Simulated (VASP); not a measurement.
Here is a VASP 6.6.1 calculation.

File INCAR:

```
ALGO     = Normal         # electronic algorithm
EDIFF    = 1E-6           # SCF threshold, eV
EDIFFG   = -0.04          # ionic threshold
ENCUT    = 600            # plane-wave cutoff, eV
GGA      = PE             # functional
IBRION   = 2              # ionic algorithm
ISIF     = 3              # what is computed and relaxed
ISMEAR   = 0              # smearing method
LASPH    = True           # aspherical terms in the spheres
LCHARG   = False          # write CHGCAR
LREAL    = False          # projectors in reciprocal space
LWAVE    = False          # write WAVECAR
NELM     = 80             # most SCF steps
NSW      = 90             # ionic steps
PREC     = Accurate       # precision mode
SIGMA    = 0.1            # smearing width, eV
```

KPOINTS

```
k-points
0
Gamma
  4 4 6
```

Contents of POSCAR:

```
InP
1.0
    4.1564057000      0.0000000000      0.0000000000
    0.0000000000      4.1564057000      0.0000000000
    0.0000000000      0.0000000000      2.6538418300
In P
1 1
Direct
    0.5000000000      0.5000000000      0.5205863400
    0.0000000000      0.0000000000      0.9206826100
```

Potentials or basis: VASP PAW PBE potentials, release 64 (In_d, P).

Launch:

```sh
$ cat potpaw_PBE.64/In_d/POTCAR potpaw_PBE.64/P/POTCAR > POTCAR
$ mpirun -np 1 vasp_std > vasp.out
```

Predict the band gap on the k mesh.

zero (band 9 reaches 8.52 eV, above the bottom of band 10 at 5.20 eV).

What does it give for the relaxed cell?

a = 3.974 Å, b = 3.974 Å, c = 2.752 Å, α = 90.00°, β = 90.00°, γ = 90.00°.

What does it give for the relaxed volume?

21.73 Å³/atom.

Stress tensor (GPa, compression positive):
```
0.00 0.00 0.00
0.00 0.00 0.00
0.00 0.00 0.12
```

Caveat: the k points lie up to 0.40 Å⁻¹ apart in the final cell; spin-orbit coupling is left out, which moves the levels of the heavy elements.
